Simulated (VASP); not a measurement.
# TiO2 (Pbcn) in VASP: a series of runs

TiO2 is run at these levels: BLYP+D3(BJ), PBE, PBE+U, PBEsol+U; tasks: single point, relaxation of cell and atoms.

All numbers are computed with VASP 6.6.1; they aren't measurements. Logs are shortened: lines on timing, memory, paths and dates and some standing lists are left out, and cuts for length are marked.

## 1. The cell of the first run

Symmetry: Pbcn, No. 60, orthorhombic system. The conventional cell has a = 4.548 Å, b = 5.544 Å, c = 4.909 Å, α = 90.00°, β = 90.00°, γ = 90.00°. Ti (site symmetry 2) has 6 O at 1.87 to 2.11 Å within 2.5 Å. O (site symmetry 1) has 3 Ti at 1.87 to 2.11 Å and 12 O at 2.59 to 2.96 Å within 3.0 Å.

## 2. Single point, BLYP+D3(BJ)

INCAR

```
AGGAC = 1.0 ; AGGAX = 1.0
ALDAC = 0.0 ; ALDAX = 1.0
ALGO = Normal ; EDIFF = 1E-6
ENCUT = 910 ; GGA = B5
GGA_COMPAT = F ; ISIF = 2
ISMEAR = -1 ; IVDW = 12
LASPH = T ; LCHARG = F
LREAL = F ; LWAVE = F
NBANDS = 60 ; NELM = 120
PREC = Accurate ; SIGMA = 0.05
VDW_A1 = 0.4298 ; VDW_A2 = 4.2359
VDW_S6 = 1.0 ; VDW_S8 = 2.6996
```

KPOINTS

```
k-points
0
Gamma
  6 5 6
```

POSCAR

```
TiO2
1.0
    4.5475530497      0.0000000000      0.0000000000
    0.0000000000      5.5437646897      0.0000000000
    0.0000000000      0.0000000000      4.9089201913
Ti O
4 8
Direct
    0.0000000000      0.1769953544      0.7500000000
    0.5000000000      0.3230046456      0.2500000000
    0.0000000000      0.8230046456      0.2500000000
    0.5000000000      0.6769953544      0.7500000000
    0.2693277591      0.3824952773      0.9195287614
    0.7693277591      0.1175047227      0.0804712386
    0.2306722409      0.1175047227      0.4195287614
    0.7306722409      0.3824952773      0.5804712386
    0.2693277591      0.6175047227      0.4195287614
    0.7693277591      0.8824952773      0.5804712386
    0.2306722409      0.8824952773      0.9195287614
    0.7306722409      0.6175047227      0.0804712386
```

Potentials or basis: VASP PAW PBE potentials, release 64 (Ti_sv, O_h).

Started as:

```sh
$ cat potpaw_PBE.64/Ti_sv/POTCAR potpaw_PBE.64/O_h/POTCAR > POTCAR
$ mpirun -np 1 vasp_std > vasp.out
```

OUTCAR:

```text
EDIFF = 1E-6
   ENCUT = 910
   GGA = B5
   ISIF = 2
   ISMEAR = -1
   IVDW = 12
   LASPH = T
   LREAL = F
   NELM = 120
   PREC = Accurate
 IVDW          = 12

 ion  position               nearest neighbor table
   1  0.000  0.177  0.750-   5 1.87   8 1.87   7 1.96   6 1.96  10 2.11  11 2.11
   2  0.500  0.323  0.250-   6 1.87   7 1.87   5 1.96   8 1.96   9 2.11  12 2.11
   3  0.000  0.823  0.250-   9 1.87  12 1.87  11 1.96  10 1.96   6 2.11   7 2.11
   4  0.500  0.677  0.750-  10 1.87  11 1.87   9 1.96  12 1.96   5 2.11   8 2.11
   5  0.269  0.382  0.920-   1 1.87   2 1.96   4 2.11
   6  0.769  0.118  0.080-   2 1.87   1 1.96   3 2.11
   7  0.231  0.118  0.420-   2 1.87   1 1.96   3 2.11
   8  0.731  0.382  0.580-   1 1.87   2 1.96   4 2.11
   9  0.269  0.618  0.420-   3 1.87   4 1.96   2 2.11
  10  0.769  0.882  0.580-   4 1.87   3 1.96   1 2.11
  11  0.231  0.882  0.920-   4 1.87   3 1.96   1 2.11
  12  0.731  0.618  0.080-   3 1.87   4 1.96   2 2.11

  LATTYP: Found a simple orthorhombic cell.
 ALAT       =     4.5475530497
 B/A-ratio  =     1.0794640849
 C/A-ratio  =     1.2190654247

  Lattice vectors:

 A1 = (  -4.5475530497,   0.0000000000,   0.0000000000)
 A2 = (   0.0000000000,   0.0000000000,   4.9089201913)
 A3 = (   0.0000000000,   5.5437646897,   0.0000000000)

Analysis of symmetry for initial positions (statically):
=====================================================================
 Subroutine PRICEL returns:
 Original cell was already a primitive cell.

 Routine SETGRP: Setting up the symmetry group for a
 simple orthorhombic supercell.

 Subroutine GETGRP returns: Found  8 space group operations
 (whereof  2 operations were pure point group operations)
 out of a pool of  8 trial point group operations.

The static configuration has the point symmetry S_2 .
 The point group associated with its full space group is D_2h.

Analysis of symmetry for dynamics (positions and initial velocities):
=====================================================================
 Subroutine PRICEL returns:
 Original cell was already a primitive cell.

 Routine SETGRP: Setting up the symmetry group for a
 simple orthorhombic supercell.

 Subroutine GETGRP returns: Found  8 space group operations
 (whereof  2 operations were pure point group operations)
 out of a pool of  8 trial point group operations.

The dynamic configuration has the point symmetry S_2 .
 The point group associated with its full space group is D_2h.

 Subroutine INISYM returns: Found  8 space group operations
 (whereof  2 operations are pure point group operations),
 and found     1 'primitive' translations

----------------------------------------------------------------------------------------

                                     Primitive cell

  volume of cell :     123.7566

  direct lattice vectors                    reciprocal lattice vectors
     4.547553050  0.000000000  0.000000000     0.219898479  0.000000000  0.000000000
     0.000000000  5.543764690  0.000000000     0.000000000  0.180382837  0.000000000
     0.000000000  0.000000000  4.908920191     0.000000000  0.000000000  0.203710788

  length of vectors
     4.547553050  5.543764690  4.908920191     0.219898479  0.180382837  0.203710788

  position of ions in fractional coordinates (direct lattice)
     0.000000000  0.176995354  0.750000000
     0.500000000  0.323004646  0.250000000
     0.000000000  0.823004646  0.250000000
     0.500000000  0.676995354  0.750000000
     0.269327759  0.382495277  0.919528761
     0.769327759  0.117504723  0.080471239
     0.230672241  0.117504723  0.419528761
     0.730672241  0.382495277  0.580471239
     0.269327759  0.617504723  0.419528761
     0.769327759  0.882495277  0.580471239
     0.230672241  0.882495277  0.919528761
     0.730672241  0.617504723  0.080471239

  ion indices of the primitive-cell ions
   primitive index   ion index
                 1           1
                 2           2
                 3           3
                 4           4
                 5           5
                 6           6
                 7           7
                 8           8
                 9           9
                10          10
                11          11
                12          12

----------------------------------------------------------------------------------------

 KPOINTS: k-points

Automatic generation of k-mesh.
 Grid dimensions read from file:
 generate k-points for:    6    5    6

 Generating k-lattice:

  Cartesian coordinates                     Fractional coordinates (reciprocal lattice)
     0.036649747  0.000000000  0.000000000     0.166666667  0.000000000  0.000000000
     0.000000000  0.036076567  0.000000000     0.000000000  0.200000000  0.000000000
     0.000000000  0.000000000  0.033951798     0.000000000  0.000000000  0.166666667

  Length of vectors
     0.036649747  0.036076567  0.033951798

  Shift w.r.t. Gamma in fractional coordinates (k-lattice)
     0.000000000  0.000000000  0.000000000

 Subroutine IBZKPT returns following result:
 ===========================================

 Found     48 irreducible k-points:

 Following reciprocal coordinates:
            Coordinates               Weight
  0.000000  0.000000  0.000000      1.000000
  0.166667  0.000000  0.000000      2.000000
  0.333333  0.000000  0.000000      2.000000
  0.500000  0.000000  0.000000      1.000000
  0.000000  0.200000  0.000000      2.000000
  0.166667  0.200000  0.000000      4.000000
[... 16 lines left out ...]
  0.333333  0.400000  0.166667      8.000000
  0.500000  0.400000  0.166667      4.000000
 [... further k-points ...]
   k-points           NKPTS =     48   k-points in BZ     NKDIM =     48   number of bands    NBANDS=     60
   number of dos      NEDOS =    301   number of ions     NIONS =     12
   total plane-waves  NPLWV = 129024
   dimension x,y,z NGX =    48 NGY =   56 NGZ =   48
   dimension x,y,z NGXF=    96 NGYF=  112 NGZF=   96
   ions per type =               4   8
   NGX,Y,Z   is equivalent  to a cutoff of  17.55, 16.79, 16.26 a.u.
   NGXF,Y,Z  is equivalent  to a cutoff of  35.09, 33.59, 32.51 a.u.
 SYSTEM =  unknown system
   PREC   = accura    normal or accurate (medium, high low for compatibility)
   ISTART =      0    job   : 0-new  1-cont  2-samecut
   ICHARG =      2    charge: 1-file 2-atom 10-const
   ISPIN  =      1    spin polarized calculation?
   LNONCOLLINEAR =      F non collinear calculations
   LSORBIT =      F    spin-orbit coupling
   LASPH  =      T    aspherical Exc in radial PAW
   ENCUT  =  910.0 eV  66.88 Ry    8.18 a.u.  11.19 13.64 12.07*2*pi/ulx,y,z
   NELM   =    120;   NELMIN=  2; NELMDL= -5     # of ELM steps
   EDIFF  = 0.1E-05   stopping-criterion for ELM
   LREAL  =      F    real-space projection
   EDIFFG = 0.1E-04   stopping-criterion for IOM
   NSW    =      0    number of steps for IOM
   IBRION =     -1    ionic relax: 0-MD 1-quasi-New 2-CG
   NFREE  =      0    steps in history (QN), initial steepest desc. (CG)
   ISIF   =      2    stress and relaxation
   ISYM   =      2    0-nonsym 1-usesym 2-fastsym
   POTIM  = 0.5000    time-step for ionic-motion
   TEBEG  =    0.0;   TEEND  =   0.0 temperature during run
   PSTRESS=    0.0 pullay stress
   NELECT =      96.0000    total number of electrons
   NUPDOWN=      -1.0000    fix difference up-down
   EMIN   =  10.00;   EMAX   =-10.00  energy-range for DOS
   EFERMI =   0.00;   METHOD = LEGACY
   ISMEAR =    -1;   SIGMA  =   0.05  broadening in eV -4-tet -1-fermi 0-gaus
   EFERMI_NEDOS =   21; number of points for ismear=-14 and -15
   IALGO  =     38    algorithm
   IMIX   =      4    mixing-type and parameters
     AMIX     =   0.40;   BMIX     =  1.00
     AMIX_MAG =   1.60;   BMIX_MAG =  1.00
  volume/ion in A,a.u.               =      10.31        69.60
  Fermi-wavevector in a.u.,A,eV,Ry     =   1.504212  2.842549 30.785275  2.262654
  Thomas-Fermi vector in A             =   2.615221
   LORBIT       =      0    0 simple, 1 ext, 2 COOP (PROOUT), +10 PAW based schemes
   GGA     = B5    functional components
   LHFCALC =     F    Hartree Fock is set to
   AEXX    =    0.0000 exact exchange contribution
   IVDW    =    12    specifies the selected vdW correction
   LEPSILON=     F    determine dielectric tensor
   LRPA    =     F    only Hartree local field effects (RPA)
 non-spin polarized calculation
  energy-cutoff  :      910.00
  volume of cell :      123.76
 maximum number of plane-waves:      7753
 NGX is ok and might be reduce to    48
   NGX = 23   NGY = 27   NGZ = 25

 number of electron      96.0000002 magnetization

 Free energy of the ion-electron system (eV)
  ---------------------------------------------------
  ext. energy  EPLUGINS =         0.00000000
  ---------------------------------------------------
  free energy    TOTEN  =      -102.98222966 eV

  energy without entropy =     -102.98222966  energy(sigma->0) =     -102.98222966

 E-fermi :   6.5963     XC(G=0): -11.0278

 val. band max:        5.3564435544   @ k =   0.0000   0.0000   0.0000
 cond. band min:       7.9829013587   @ k =   0.0000   0.0000   0.5000
 fundamental gap:      2.6264578043
 Fermi energy:         6.5963041747

 k-point     1 :       0.0000    0.0000    0.0000
  band No.  band energies     occupation
      1     -50.8780      2.00000
      2     -50.8558      2.00000
      3     -50.8510      2.00000
      4     -50.8446      2.00000
      5     -27.4453      2.00000
      6     -27.3781      2.00000
[... 52 lines left out ...]
     59       9.7575      0.00000
     60      10.0064      0.00000

 k-point     2 :       0.1667    0.0000    0.0000
  band No.  band energies     occupation
      1     -50.8765      2.00000
      2     -50.8573      2.00000
      3     -50.8505      2.00000
      4     -50.8450      2.00000
      5     -27.4346      2.00000
      6     -27.3723      2.00000
[... 1383 lines left out ...]
      4     -50.8491      2.00000
      5     -27.3969      2.00000
      6     -27.3969      2.00000
[... 52 lines left out ...]
     59       9.4101      0.00000
     60       9.4101      0.00000

 [... further k-points ...]

------------------------ aborting loop because EDIFF is reached ----------------------------------------

 Edisp (eV)   -6.58863

 E8    (eV) :    -4.6349

  FORCE on cell =-STRESS in cart. coord.  units (eV):
  Direction    XX          YY          ZZ          XY          YZ          ZX
  --------------------------------------------------------------------------------------
  -------------------------------------------------------------------------------------
  Total       0.62150     0.44637     0.64581     0.00000     0.00000     0.00000
  in kB       8.04612     5.77884     8.36075     0.00000     0.00000     0.00000
  external pressure =        7.40 kB  Pullay stress =        0.00 kB

 VOLUME and BASIS-vectors are now :
 -----------------------------------------------------------------------------
  energy-cutoff  :      910.00
  volume of cell :      123.76
      direct lattice vectors                 reciprocal lattice vectors
     4.547553050  0.000000000  0.000000000     0.219898479  0.000000000  0.000000000
     0.000000000  5.543764690  0.000000000     0.000000000  0.180382837  0.000000000
     0.000000000  0.000000000  4.908920191     0.000000000  0.000000000  0.203710788

 POSITION                                       TOTAL-FORCE (eV/Angst)
 -----------------------------------------------------------------------------------
      0.00000      0.98122      3.68169         0.000000     -0.076242     -0.000000
      2.27378      1.79066      1.22723         0.000000      0.076242     -0.000000
      0.00000      4.56254      1.22723         0.000000      0.076242      0.000000
      2.27378      3.75310      3.68169         0.000000     -0.076242      0.000000
      1.22478      2.12046      4.51389         0.026523      0.058931      0.004495
      3.49856      0.65142      0.39503         0.026523     -0.058931     -0.004495
      1.04899      0.65142      2.05943        -0.026523     -0.058931      0.004495
      3.32277      2.12046      2.84949        -0.026523      0.058931     -0.004495
      1.22478      3.42330      2.05943         0.026523     -0.058931      0.004495
      3.49856      4.89235      2.84949         0.026523      0.058931     -0.004495
      1.04899      4.89235      4.51389        -0.026523      0.058931      0.004495
      3.32277      3.42330      0.39503        -0.026523     -0.058931     -0.004495
 -----------------------------------------------------------------------------------
    total drift:                               -0.000000     -0.000000     -0.000000

  FREE ENERGIE OF THE ION-ELECTRON SYSTEM (eV)
  ---------------------------------------------------
  free  energy   TOTEN  =      -109.5708572966 eV

  energy  without entropy=     -109.5708572966  energy(sigma->0) =     -109.57085730
```

Run time: 13 min. Hardware: 1 thread of AMD EPYC 7R13 (Zen 3), shared host; peak memory 0.7 GiB.

What came out:

```yaml
Free_energy: -109.5709 eV
Pressure: 0.7 GPa
Largest_force: 0.076 eV/Å
Band_gap_on_the_k_mesh: 2.63 eV (least direct gap 2.66 eV)
Dispersion_energy_per_atom: -0.549 eV
```

Forces on the atoms (eV/Å):
```
Ti   0.000 -0.076  0.000
Ti   0.000  0.076  0.000
Ti   0.000  0.076  0.000
Ti   0.000 -0.076  0.000
O    0.027  0.059  0.004
O    0.027 -0.059 -0.004
O   -0.027 -0.059  0.004
O   -0.027  0.059 -0.004
O    0.027 -0.059  0.004
O    0.027  0.059 -0.004
O   -0.027  0.059  0.004
O   -0.027 -0.059 -0.004
```

Caveat: the cutoff is under 1.25 times the usual one of these potentials, so pressure, stress and relaxed cells hold a basis-set (Pulay) error; the PAW data sets were made with another functional, which shifts forces and pressure a little; an odd mesh through Γ misses points on the zone boundary, where band edges can lie.

## 3. Relaxation of cell and atoms, PBE

This run uses another cell than the first one, of 10.26 Å³/atom.

INCAR

```
ALGO = Normal ; EDIFF = 1E-7
EDIFFG = -0.01 ; ENCUT = 600
GGA = PE ; IBRION = 2
ISIF = 3 ; ISMEAR = -1
LASPH = True ; LCHARG = False
LREAL = False ; LWAVE = False
NELM = 100 ; NSW = 60
PREC = Accurate ; SIGMA = 0.05
```

KPOINTS is that of step 2.

POSCAR

```
TiO2
1.0
    4.5453495500      0.0000000000      0.0000000000
    0.0000000000      5.5196194400      0.0000000000
    0.0000000000      0.0000000000      4.9091968600
Ti O
4 8
Direct
    0.0000000000      0.1729909300      0.7500000000
    0.5000000000      0.3270090700      0.2500000000
    0.0000000000      0.8270090700      0.2500000000
    0.5000000000      0.6729909300      0.7500000000
    0.2714506200      0.3817246400      0.9186490800
    0.7714506200      0.1182753600      0.0813509200
    0.2285493800      0.1182753600      0.4186490800
    0.7285493800      0.3817246400      0.5813509200
    0.2714506200      0.6182753600      0.4186490800
    0.7714506200      0.8817246400      0.5813509200
    0.2285493800      0.8817246400      0.9186490800
    0.7285493800      0.6182753600      0.0813509200
```

Potentials or basis: VASP PAW PBE potentials, release 64 (Ti_sv, O).

Started as:

```sh
$ cat potpaw_PBE.64/Ti_sv/POTCAR potpaw_PBE.64/O/POTCAR > POTCAR
$ mpirun -np 1 vasp_std > vasp.out
```

OUTCAR:

```text
EDIFF = 1E-7
   EDIFFG = -0.01
   ENCUT = 600
   GGA = PE
   IBRION = 2
   ISIF = 3
   ISMEAR = -1
   LASPH = True
   LREAL = False
   NELM = 100
   NSW = 60
   PREC = Accurate

 ion  position               nearest neighbor table
   1  0.000  0.173  0.750-   5 1.88   8 1.88   7 1.95   6 1.95  10 2.09  11 2.09
   2  0.500  0.327  0.250-   6 1.88   7 1.88   5 1.95   8 1.95   9 2.09  12 2.09
   3  0.000  0.827  0.250-   9 1.88  12 1.88  11 1.95  10 1.95   6 2.09   7 2.09
   4  0.500  0.673  0.750-  10 1.88  11 1.88   9 1.95  12 1.95   5 2.09   8 2.09
   5  0.271  0.382  0.919-   1 1.88   2 1.95   4 2.09
   6  0.771  0.118  0.081-   2 1.88   1 1.95   3 2.09
   7  0.229  0.118  0.419-   2 1.88   1 1.95   3 2.09
   8  0.729  0.382  0.581-   1 1.88   2 1.95   4 2.09
   9  0.271  0.618  0.419-   3 1.88   4 1.95   2 2.09
  10  0.771  0.882  0.581-   4 1.88   3 1.95   1 2.09
  11  0.229  0.882  0.919-   4 1.88   3 1.95   1 2.09
  12  0.729  0.618  0.081-   3 1.88   4 1.95   2 2.09

[... 443 lines left out ...]
  ext. energy  EPLUGINS =         0.00000000
  ---------------------------------------------------
  free energy    TOTEN  =      -107.42023332 eV

  energy without entropy =     -107.42023332  energy(sigma->0) =     -107.42023332

 E-fermi :   5.6467     XC(G=0): -11.4058

 val. band max:        4.3981578532   @ k =   0.0000   0.0000   0.0000
 cond. band min:       6.9762842680   @ k =   0.0000   0.0000   0.5000
 fundamental gap:      2.5781264148
 Fermi energy:         5.6467487562

 k-point     1 :       0.0000    0.0000    0.0000
  band No.  band energies     occupation
      1     -52.0750      2.00000
      2     -52.0549      2.00000
      3     -52.0499      2.00000
      4     -52.0440      2.00000
      5     -28.4824      2.00000
      6     -28.4190      2.00000
[... 1429 lines left out ...]
     56       8.0972      0.00000
     57       8.2869      0.00000

 [... further k-points ...]
[... 5 lines left out ...]
  --------------------------------------------------------------------------------------
  -------------------------------------------------------------------------------------
  Total        0.0446230     -0.0072024     -0.0093316      0.0000000      0.0000000     -0.0000000
  in kB        0.5681034     -0.0916944     -0.1188024      0.0000000      0.0000000     -0.0000000
  external PRESSURE =       0.1192022 kB  Pullay stress =       0.0000000 kB
[... 27 lines left out ...]
  FREE ENERGIE OF THE ION-ELECTRON SYSTEM (eV)
  ---------------------------------------------------
  free  energy   TOTEN  =      -107.4202333207 eV

  energy  without entropy=     -107.4202333207  energy(sigma->0) =     -107.42023332

 reached required accuracy - stopping structural energy minimisation
```

Run time: 61 min. Hardware: 1 thread of Oxide Virtual Turin-like, shared host; peak memory 0.43 GiB.

Results:

| Quantity | Value |
| --- | --- |
| Free energy | -107.4202 eV |
| Relaxed volume | 10.49 Å³/atom |
| Relaxed cell | a = 4.580 Å, b = 5.574 Å, c = 4.930 Å, α = 90.00°, β = 90.00°, γ = 90.00° |
| Space group after relaxing (to 0.1 Å) | Pbcn (No. 60) |
| Energy gained by relaxing | 3.4 meV/atom |
| Ionic steps | 11 |
| Pressure after relaxing | 0.0 GPa |
| Largest force after relaxing | 0.005 eV/Å |
| Band gap on the k mesh | 2.58 eV (least direct gap 2.62 eV) |

Forces on the atoms (eV/Å):
```
Ti   0.000  0.001  0.000
Ti   0.000 -0.001  0.000
Ti   0.000 -0.001  0.000
Ti   0.000  0.001  0.000
O   -0.004  0.004  0.002
O   -0.004 -0.004 -0.002
O    0.004 -0.004  0.002
O    0.004  0.004 -0.002
O   -0.004 -0.004  0.002
O   -0.004  0.004 -0.002
O    0.004  0.004  0.002
O    0.004 -0.004 -0.002
```

Step by step:
```csv
step,energy change (eV),largest force (eV/Å),pressure (GPa),volume (Å³)
1,0.0000,0.0892,4.55,123.16
2,0.0094,0.1468,-4.91,128.44
3,-0.0344,0.1079,-0.09,125.60
4,-0.0381,0.0731,-0.04,125.69
5,-0.0400,0.0308,0.08,125.81
6,-0.0400,0.0290,0.07,125.81
7,-0.0404,0.0171,-0.09,125.91
8,-0.0404,0.0160,-0.16,125.95
9,-0.0405,0.0118,0.15,125.78
10,-0.0405,0.0096,0.07,125.83
11,-0.0406,0.0054,0.01,125.85
```

Final structure:
```
Ti O
1.0
     4.57980    0.00000    0.00000
     0.00000    5.57358    0.00000
     0.00000    0.00000    4.93016
Ti O
4 8
Direct
  0.00000 0.17640 0.75000
  0.50000 0.32360 0.25000
  0.00000 0.82360 0.25000
  0.50000 0.67640 0.75000
  0.27143 0.38054 0.91879
  0.77143 0.11947 0.08121
  0.22856 0.11947 0.41879
  0.72857 0.38054 0.58121
  0.27143 0.61946 0.41879
  0.77143 0.88054 0.58121
  0.22856 0.88054 0.91879
  0.72857 0.61946 0.08121
```

Caveat: an odd mesh through Γ misses points on the zone boundary, where band edges can lie.

(Continued in part 2 of 2.)
